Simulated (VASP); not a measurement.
# Ta in VASP: single point with r2SCAN

Aim: the single point of Ta with r2SCAN.

Everything below comes from runs of VASP 6.6.1. Logs are shortened: lines on timing, memory, paths and dates and some standing lists are left out, and cuts for length are marked.

## (1) The cell of the first run

The typed cell holds 2 atoms: a = 2.888 Å, b = 2.888 Å, c = 5.118 Å, α = 90.00°, β = 90.00°, γ = 120.00°.

## (2) Single point, r2SCAN

Input file POSCAR:

```
Ta
1.0
    2.8879886116      0.0000000000      0.0000000000
   -1.4439943058      2.5010715035      0.0000000000
    0.0000000000      0.0000000000      5.1181138655
Ta
2
Direct
    0.7499400793      0.4999137776      0.7499953015
    0.2500599207      0.5000862224      0.2500046985
```

Input file INCAR.step1:

```
SYSTEM = Ta
PREC     = Accurate       ! precision mode
ENCUT    = 520            ! plane-wave cutoff, eV
ISMEAR   = 0              ! smearing method
SIGMA    = 0.15           ! smearing width, eV
LREAL    = .False.        ! projectors in reciprocal space
LASPH    = .True.         ! aspherical terms in the spheres
NELM     = 80             ! most SCF steps
NBANDS   = 18             ! bands
GGA      = PE             ! functional
ALGO     = Normal         ! electronic algorithm
EDIFF    = 1E-4           ! SCF threshold, eV
LWAVE    = .True.         ! write WAVECAR
LCHARG   = .False.        ! write CHGCAR
```

Input file INCAR.step2:

```
SYSTEM = Ta
PREC     = Accurate       ! precision mode
ENCUT    = 520            ! plane-wave cutoff, eV
EDIFF    = 1E-7           ! SCF threshold, eV
ISMEAR   = 0              ! smearing method
SIGMA    = 0.15           ! smearing width, eV
LREAL    = .False.        ! projectors in reciprocal space
LASPH    = .True.         ! aspherical terms in the spheres
NELM     = 80             ! most SCF steps
ALGO     = Normal         ! electronic algorithm
ISIF     = 2              ! what is computed and relaxed
LWAVE    = .False.        ! write WAVECAR
LCHARG   = .False.        ! write CHGCAR
METAGGA  = R2SCAN         ! meta-GGA
LMIXTAU  = .True.       
NBANDS   = 18             ! bands
ISTART   = 1
```

Input file KPOINTS:

```
regular mesh
0
Gamma
  12 12 8
  0 0 0
```

Potentials or basis: VASP PAW PBE potentials, release 64 (Ta_pv).

Started as:

```console
$ cat potpaw_PBE.64/Ta_pv/POTCAR > POTCAR
$ cp INCAR.step1 INCAR
$ mpirun -np 1 vasp_std > vasp.out
$ cp INCAR.step2 INCAR
$ mpirun -np 1 vasp_std > vasp.out
```

OUTCAR:

```text
SYSTEM = Ta
   PREC = Accurate
   ENCUT = 520
   EDIFF = 1E-7
   ISMEAR = 0
   LREAL = .False.
   LASPH = .True.
   NELM = 80
   ISIF = 2
   METAGGA = R2SCAN
   ISTART = 1

 ion  position               nearest neighbor table
   1  0.750  0.500  0.750-   2 2.94   2 2.94   2 2.94   2 2.94   2 3.58   2 3.58   2 3.58   2 3.58

   2  0.250  0.500  0.250-   1 2.94   1 2.94   1 2.94   1 2.94   1 3.58   1 3.58   1 3.58   1 3.58

  LATTYP: Found a hexagonal cell.
 ALAT       =     2.8879886116
 C/A-ratio  =     1.7722070804

  Lattice vectors:

 A1 = (   2.8879886116,   0.0000000000,   0.0000000000)
 A2 = (  -1.4439943058,   2.5010715035,   0.0000000000)
 A3 = (   0.0000000000,   0.0000000000,   5.1181138655)

Analysis of symmetry for initial positions (statically):
=====================================================================
 Subroutine PRICEL returns:
 Original cell was already a primitive cell.

 Routine SETGRP: Setting up the symmetry group for a
 hexagonal supercell.

 Subroutine GETGRP returns: Found  2 space group operations
 (whereof  2 operations were pure point group operations)
 out of a pool of 24 trial point group operations.

The static configuration has the point symmetry S_2 .

Analysis of symmetry for dynamics (positions and initial velocities):
=====================================================================
 Subroutine PRICEL returns:
 Original cell was already a primitive cell.

 Routine SETGRP: Setting up the symmetry group for a
 hexagonal supercell.

 Subroutine GETGRP returns: Found  2 space group operations
 (whereof  2 operations were pure point group operations)
 out of a pool of 24 trial point group operations.

The dynamic configuration has the point symmetry S_2 .

 Subroutine INISYM returns: Found  2 space group operations
 (whereof  2 operations are pure point group operations),
 and found     1 'primitive' translations

----------------------------------------------------------------------------------------

                                     Primitive cell

  volume of cell :      36.9685

  direct lattice vectors                    reciprocal lattice vectors
     2.887988612  0.000000000  0.000000000     0.346261753  0.199914316  0.000000000
    -1.443994306  2.501071503  0.000000000     0.000000000  0.399828633  0.000000000
     0.000000000  0.000000000  5.118113865     0.000000000  0.000000000  0.195384477

  length of vectors
     2.887988612  2.887988612  5.118113865     0.399828633  0.399828633  0.195384477

  position of ions in fractional coordinates (direct lattice)
     0.749940079  0.499913778  0.749995302
     0.250059921  0.500086222  0.250004698

  ion indices of the primitive-cell ions
   primitive index   ion index
                 1           1
                 2           2

----------------------------------------------------------------------------------------

 KPOINTS: regular mesh

Automatic generation of k-mesh.
 Grid dimensions read from file:
 generate k-points for:   12   12    8

 Generating k-lattice:

  Cartesian coordinates                     Fractional coordinates (reciprocal lattice)
     0.028855146  0.016659526  0.000000000     0.083333333  0.000000000  0.000000000
     0.000000000  0.033319053  0.000000000     0.000000000  0.083333333  0.000000000
     0.000000000  0.000000000  0.024423060     0.000000000  0.000000000  0.125000000

  Length of vectors
     0.033319053  0.033319053  0.024423060

  Shift w.r.t. Gamma in fractional coordinates (k-lattice)
     0.000000000  0.000000000  0.000000000

 Subroutine IBZKPT returns following result:
 ===========================================

 Found    580 irreducible k-points:

 Following reciprocal coordinates:
            Coordinates               Weight
  0.000000  0.000000  0.000000      1.000000
  0.083333 -0.000000  0.000000      2.000000
  0.000000  0.083333  0.000000      2.000000
 -0.083333  0.083333  0.000000      2.000000
  0.166667  0.000000  0.000000      2.000000
  0.000000  0.166667  0.000000      2.000000
[... 16 lines left out ...]
  0.166667  0.083333  0.000000      2.000000
 -0.083333  0.250000  0.000000      2.000000
 [... further k-points ...]
   k-points           NKPTS =    580   k-points in BZ     NKDIM =    580   number of bands    NBANDS=     18
   number of dos      NEDOS =    301   number of ions     NIONS =      2
   total plane-waves  NPLWV =  23040
   dimension x,y,z NGX =    24 NGY =   24 NGZ =   40
   dimension x,y,z NGXF=    48 NGYF=   48 NGZF=   80
   ions per type =               2
   NGX,Y,Z   is equivalent  to a cutoff of  13.82, 13.82, 12.99 a.u.
   NGXF,Y,Z  is equivalent  to a cutoff of  27.63, 27.63, 25.99 a.u.
 SYSTEM =  Ta
   PREC   = accura    normal or accurate (medium, high low for compatibility)
   ISTART =      1    job   : 0-new  1-cont  2-samecut
   ICHARG =      0    charge: 1-file 2-atom 10-const
   ISPIN  =      1    spin polarized calculation?
   LNONCOLLINEAR =      F non collinear calculations
   LSORBIT =      F    spin-orbit coupling
   LASPH  =      T    aspherical Exc in radial PAW
   ENCUT  =  520.0 eV  38.22 Ry    6.18 a.u.   5.37  5.37  9.52*2*pi/ulx,y,z
   NELM   =     80;   NELMIN=  2; NELMDL=  0     # of ELM steps
   EDIFF  = 0.1E-06   stopping-criterion for ELM
   LREAL  =      F    real-space projection
   EDIFFG = 0.1E-05   stopping-criterion for IOM
   NSW    =      0    number of steps for IOM
   IBRION =     -1    ionic relax: 0-MD 1-quasi-New 2-CG
   NFREE  =      0    steps in history (QN), initial steepest desc. (CG)
   ISIF   =      2    stress and relaxation
   ISYM   =      2    0-nonsym 1-usesym 2-fastsym
   POTIM  = 0.5000    time-step for ionic-motion
   TEBEG  =    0.0;   TEEND  =   0.0 temperature during run
   PSTRESS=    0.0 pullay stress
   NELECT =      22.0000    total number of electrons
   NUPDOWN=      -1.0000    fix difference up-down
   EMIN   =  10.00;   EMAX   =-10.00  energy-range for DOS
   EFERMI =   0.00;   METHOD = LEGACY
   ISMEAR =     0;   SIGMA  =   0.15  broadening in eV -4-tet -1-fermi 0-gaus
   EFERMI_NEDOS =   21; number of points for ismear=-14 and -15
   IALGO  =     38    algorithm
   IMIX   =      4    mixing-type and parameters
     AMIX     =   0.40;   BMIX     =  1.00
     AMIX_MAG =   1.60;   BMIX_MAG =  1.00
  volume/ion in A,a.u.               =      18.48       124.74
  Fermi-wavevector in a.u.,A,eV,Ry     =   1.377015  2.602180 25.798949  1.896169
  Thomas-Fermi vector in A             =   2.502207
   LORBIT       =      0    0 simple, 1 ext, 2 COOP (PROOUT), +10 PAW based schemes
   METAGGA = R2SCAN    functional components
   LHFCALC =     F    Hartree Fock is set to
   AEXX    =    0.0000 exact exchange contribution
   IVDW    =     0    specifies the selected vdW correction
   LEPSILON=     F    determine dielectric tensor
   LRPA    =     F    only Hartree local field effects (RPA)
 non-spin polarized calculation
 Gauss-broadening in eV      SIGMA  =   0.15
  energy-cutoff  :      520.00
  volume of cell :       36.97
 maximum number of plane-waves:      1027
 NGX is ok and might be reduce to    24
   NGX = 11   NGY = 11   NGZ = 19

 number of electron      22.0000002 magnetization

 Free energy of the ion-electron system (eV)
  ---------------------------------------------------
  ext. energy  EPLUGINS =         0.00000000
  ---------------------------------------------------
  free energy    TOTEN  =       -96.90287889 eV

  energy without entropy =      -96.88321947  energy(sigma->0) =      -96.89304918

 E-fermi :   5.3944     XC(G=0): -13.6028

 val. band max:        5.3901224512   @ k =  -0.4167  -0.3333   0.3750
 cond. band min:       5.4155300850   @ k =  -0.1667   0.4167   0.1250
 fundamental gap:      0.0254076337
 Fermi energy:         5.3944478428

 k-point     1 :       0.0000    0.0000    0.0000
  band No.  band energies     occupation
      1     -30.3147      2.00000
      2     -29.2806      2.00000
      3     -29.2733      2.00000
      4     -29.1994      2.00000
      5     -29.1403      2.00000
      6     -29.0750      2.00000
[... 10 lines left out ...]
     17      10.9235      0.00000
     18      12.5812      0.00000

 k-point     2 :       0.0833   -0.0000    0.0000
  band No.  band energies     occupation
      1     -30.2871      2.00000
      2     -29.3375      2.00000
      3     -29.2872      2.00000
      4     -29.2391      2.00000
      5     -29.1698      2.00000
      6     -29.1361      2.00000
[... 10 lines left out ...]
     17      10.6434      0.00000
     18      12.8354      0.00000

 k-point     3 :       0.0000    0.0833    0.0000
  band No.  band energies     occupation
      1     -30.2981      2.00000
      2     -29.2916      2.00000
      3     -29.2845      2.00000
      4     -29.2752      2.00000
      5     -29.2127      2.00000
      6     -29.0919      2.00000
[... 10 lines left out ...]
     17      10.7193      0.00000
     18      12.5283      0.00000

 k-point     4 :      -0.0833    0.0833    0.0000
  band No.  band energies     occupation
      1     -30.2871      2.00000
      2     -29.3375      2.00000
      3     -29.2872      2.00000
      4     -29.2391      2.00000
      5     -29.1698      2.00000
      6     -29.1361      2.00000
[... 375 lines left out ...]
      4     -29.3129      2.00000
      5     -29.2441      2.00000
      6     -29.2041      2.00000
[... 10 lines left out ...]
     17       9.9595      0.00000
     18      13.4860      0.00000

 k-point    23 :       0.1667    0.0833    0.0000
  band No.  band energies     occupation
      1     -30.1661      2.00000
      2     -29.6546      2.00000
      3     -29.6239      2.00000
      4     -29.3097      2.00000
      5     -29.2982      2.00000
      6     -29.2553      2.00000
[... 10 lines left out ...]
     17      10.0782      0.00000
     18      14.2244      0.00000

 k-point    24 :      -0.0833    0.2500    0.0000
  band No.  band energies     occupation
      1     -30.2008      2.00000
      2     -29.6746      2.00000
      3     -29.5877      2.00000
      4     -29.3701      2.00000
      5     -29.2606      2.00000
      6     -29.2063      2.00000
[... 10 lines left out ...]
     17      10.2292      0.00000
     18      13.2008      0.00000

 [... further k-points ...]

------------------------ aborting loop because EDIFF is reached ----------------------------------------

  FORCE on cell =-STRESS in cart. coord.  units (eV):
  Direction    XX          YY          ZZ          XY          YZ          ZX
  --------------------------------------------------------------------------------------
  -------------------------------------------------------------------------------------
  Total        3.3325670     -1.1906373     -2.2731900     -0.0000109      0.0000002      0.0000001
  in kB      144.4301792    -51.6010506    -98.5178195     -0.0004737      0.0000108      0.0000028
  external PRESSURE =      -1.8962303 kB  Pullay stress =       0.0000000 kB

 VOLUME and BASIS-vectors are now :
 -----------------------------------------------------------------------------
  energy-cutoff  :      520.00
  volume of cell :       36.97
      direct lattice vectors                 reciprocal lattice vectors
     2.887988612  0.000000000  0.000000000     0.346261753  0.199914316  0.000000000
    -1.443994306  2.501071503  0.000000000     0.000000000  0.399828633  0.000000000
     0.000000000  0.000000000  5.118113865     0.000000000  0.000000000  0.195384477

 POSITION                                       TOTAL-FORCE (eV/Angst)
 -----------------------------------------------------------------------------------
      1.44395      1.25032      3.83856         0.000499      0.001054      0.000449
      0.00005      1.25075      1.27955        -0.000499     -0.001054     -0.000449
 -----------------------------------------------------------------------------------
    total drift:                               -0.000000     -0.000000     -0.000000

  FREE ENERGIE OF THE ION-ELECTRON SYSTEM (eV)
  ---------------------------------------------------
  free  energy   TOTEN  =       -96.9028788919 eV

  energy  without entropy=      -96.8832194707  energy(sigma->0) =      -96.89304918
```

It took 11 min on 1 thread of Intel Xeon Platinum 8488C (Sapphire Rapids), shared host; peak memory 0.42 GiB.

Results:

- Free energy: -96.9029 eV
- Pressure: -0.2 GPa
- Band gap on the k mesh: zero (bands 11 and 12 overlap by 3.26 eV)

Stress tensor (GPa, compression positive):
```
14.44  0.00  0.00
 0.00 -5.16  0.00
 0.00  0.00 -9.85
```

Levels at points of the mesh, in eV from the Fermi level:
```tsv
k point	band 7	band 8	band 9	band 10	band 11	band 12	band 13	band 14	band 15	band 16
(0.00, 0.00, 0.00)	-8.49	-4.97	-1.13	-0.05	0.60	1.39	1.52	1.91	2.28	4.00
(0.50, 0.00, 0.00)	-3.66	-3.66	-2.02	-2.02	-0.43	-0.43	3.15	3.15	7.05	7.05
(0.00, 0.50, 0.00)	-4.86	-4.25	-3.91	0.27	0.77	1.19	3.53	6.45	6.54	6.72
(0.50, 0.50, 0.00)	-3.66	-3.66	-2.02	-2.02	-0.43	-0.43	3.15	3.15	7.05	7.05
(0.00, 0.00, 0.50)	-6.54	-6.54	-1.10	-1.10	1.12	1.12	1.20	1.20	4.26	4.26
(0.50, 0.00, 0.50)	-4.60	-4.60	-2.53	-2.53	1.88	1.88	3.60	3.60	6.87	6.87
(0.00, 0.50, 0.50)	-3.62	-3.62	-2.59	-2.59	0.98	0.98	2.88	2.88	5.87	5.87
(0.50, 0.50, 0.50)	-4.60	-4.60	-2.53	-2.53	1.88	1.88	3.60	3.60	6.87	6.87
```

Caveat: the stress differs along the axes, from -10 to 14 GPa; the PAW data sets were made with another functional, which shifts forces and pressure a little; spin-orbit coupling is left out, which moves the levels of the heavy elements.

The gap in the log of VASP goes by the Fermi energy; the results here count the filled bands.